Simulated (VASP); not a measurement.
Here is a VASP 6.6.1 calculation.

File POSCAR:

```
MnSbSe2S
1.0
    0.0000000000      3.8280780000      0.0000000000
    6.3165800000     -1.9140390000      0.0000000000
    0.2124370000      0.0000000000     -9.5823070000
S Sb Se Mn
2 2 4 2
Direct
    0.3633600000      0.7267200000      0.9229000000
    0.6366400000      0.2732800000      0.0771000000
    0.2938500000      0.5877000000      0.3152400000
    0.7061500000      0.4123000000      0.6847600000
    0.0744200000      0.1488400000      0.7419900000
    0.9255800000      0.8511600000      0.2580100000
    0.3611000000      0.7222000000      0.5547700000
    0.6389000000      0.2778000000      0.4452300000
    0.0000000000      0.0000000000      0.5000000000
    0.0000000000      0.0000000000      0.0000000000
```

The input INCAR.step1:

```
  PREC = Accurate
  ENCUT = 520
  ISMEAR = -1
  SIGMA = 0.1
  LREAL = False
  LASPH = True
  NELM = 60
  NBANDS = 47
  GGA = PE
  ALGO = Normal
  EDIFF = 1E-4
  LWAVE = True
  LCHARG = False
```

File INCAR.step2:

```
  PREC = Accurate
  ENCUT = 520
  EDIFF = 1E-7
  ISMEAR = -1
  SIGMA = 0.1
  LREAL = False
  LASPH = True
  NELM = 60
  ALGO = Normal
  ISIF = 2
  LWAVE = False
  LCHARG = False
  METAGGA = R2SCAN
  LMIXTAU = True
  NBANDS = 47
  ISTART = 1
```

KPOINTS

```
Automatic mesh
0
Gamma
  5 5 2
```

Potentials or basis: VASP PAW PBE potentials, release 64 (S, Sb, Se, Mn_pv).

Launch:

```sh
$ cat potpaw_PBE.64/S/POTCAR potpaw_PBE.64/Sb/POTCAR potpaw_PBE.64/Se/POTCAR potpaw_PBE.64/Mn_pv/POTCAR > POTCAR
$ cp INCAR.step1 INCAR
$ mpirun -np 1 vasp_std > vasp.out
$ cp INCAR.step2 INCAR
$ mpirun -np 1 vasp_std > vasp.out
```

(1) Estimate the band gap on the k mesh.

(2) Estimate the pressure.

(3) What does it give for the largest force?

Results:

(1) zero (bands 36 and 37 overlap by 0.12 eV).

(2) -2.8 GPa.

(3) 2.912 eV/Å.

Caveat: the PAW data sets were made with another functional, which shifts forces and pressure a little; spin-orbit coupling is left out, which moves the levels of the heavy elements; the run has no spin polarisation, though such a crystal can be magnetic; semilocal functionals often make such compounds metallic where correlation or magnetic order opens a gap, which also shifts bond lengths.
